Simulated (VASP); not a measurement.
Runs of VASP 6.6.1 on Sn3Te. The structure is that of space group Pm-3m (No. 221), or close to it. The cells are those of the table. 

```tsv
level	potentials or basis	cell	k mesh	smearing	gap on the mesh (eV)	pressure (GPa)
r2SCAN	VASP PAW PBE potentials, release 64 (Te, Sn_d)	a = 4.800 Å, 4 atoms	6 × 6 × 6	fermi-dirac 0.05 eV	none	1.6
r2SCAN	VASP PAW PBE potentials, release 64 (Te, Sn_d)	a = 4.866 Å, 4 atoms	6 × 6 × 6	fermi-dirac 0.05 eV	none	-0.3
PBE	VASP PAW PBE potentials, release 64 (Te, Sn_d)	a = 4.766 Å, 4 atoms	6 × 6 × 6	fermi-dirac 0.05 eV	none	3.4
LDA	VASP PAW LDA potentials, release 64 (Te, Sn_d)	a = 4.766 Å, 4 atoms	6 × 6 × 6	fermi-dirac 0.05 eV	none	(a)
PBEsol	VASP PAW PBE potentials, release 64 (Te, Sn_d)	a = 4.833 Å, 4 atoms	6 × 6 × 6	fermi-dirac 0.05 eV	none	(b)
PBE	VASP PAW PBE potentials, release 64 (Te, Sn_d)	a = 4.898 Å, 4 atoms	6 × 6 × 6	fermi-dirac 0.05 eV	none	-0.6
LDA	VASP PAW LDA potentials, release 64 (Te, Sn_d)	a = 4.866 Å, 4 atoms	9 × 9 × 9	methfessel-paxton 0.05 eV	none	-3.4
PBEsol	VASP PAW PBE potentials, release 64 (Te, Sn_d)	a = 4.800 Å, 4 atoms	6 × 6 × 6	fermi-dirac 0.05 eV	none	-0.6
```

Alike in all rows: task single point; no spin polarisation; cutoff (eV) 520.

Question: Fill in the values left out.

Answer: (a) -0.7; (b) -1.5.

Caveats: spin-orbit coupling is left out, which moves the levels of the heavy elements; the PAW data sets were made with another functional, which shifts forces and pressure a little (some runs).

A k mesh can miss the band edges, and the runs leave out spin-orbit coupling on Sn, Te.

A gap of «none» marks levels without a gap at the run's occupations.
